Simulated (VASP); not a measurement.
Set up this calculation in VASP 6.6.1, as the native input.

* Task: single point
* Functional: LDA
* Potentials or basis: VASP PAW LDA potentials, release 64 (Li_sv, Br)
* Cutoff: 750 eV
* k mesh: 8 × 8 × 8
* Occupations: gaussian, width 0.05 eV
* Spin: no spin polarisation
* Dipole correction: no
* Further INCAR settings: ALGO = Normal; EDIFF = 1e-06; NBANDS = 12

The structure of LiBr lies in POSCAR:

```
LiBr
1.0
    0.0000000000      2.7445000000      2.7445000000
    2.7445000000      0.0000000000      2.7445000000
    2.7445000000      2.7445000000      0.0000000000
Li Br
1 1
Direct
    0.0000000000      0.0000000000      0.0000000000
    0.5000000000      0.5000000000      0.5000000000
```

These files were run (other wordings do the same):

INCAR

```
PREC = Accurate
ENCUT = 750
EDIFF = 1E-6
ISMEAR = 0
SIGMA = 0.05
LREAL = F
LASPH = T
NELM = 120
ALGO = Normal
ISIF = 2
LWAVE = F
LCHARG = F
NBANDS = 12
GGA_COMPAT = F
```

KPOINTS

```
Automatic mesh
0
Gamma
  8 8 8
```

Potentials or basis: VASP PAW LDA potentials, release 64 (Li_sv, Br).

The run is started by

```bash
$ cat potpaw_LDA.64/Li_sv/POTCAR potpaw_LDA.64/Br/POTCAR > POTCAR
$ mpirun -np 1 vasp_std > vasp.out
```

Results of the run:

The pressure is -2.7 GPa and the band gap on the k mesh is 4.69 eV.

It took 25 s on 1 thread of AMD EPYC 7R43 64-Core Processor (Zen 3), on a shared host, peak memory 0.14 GiB.
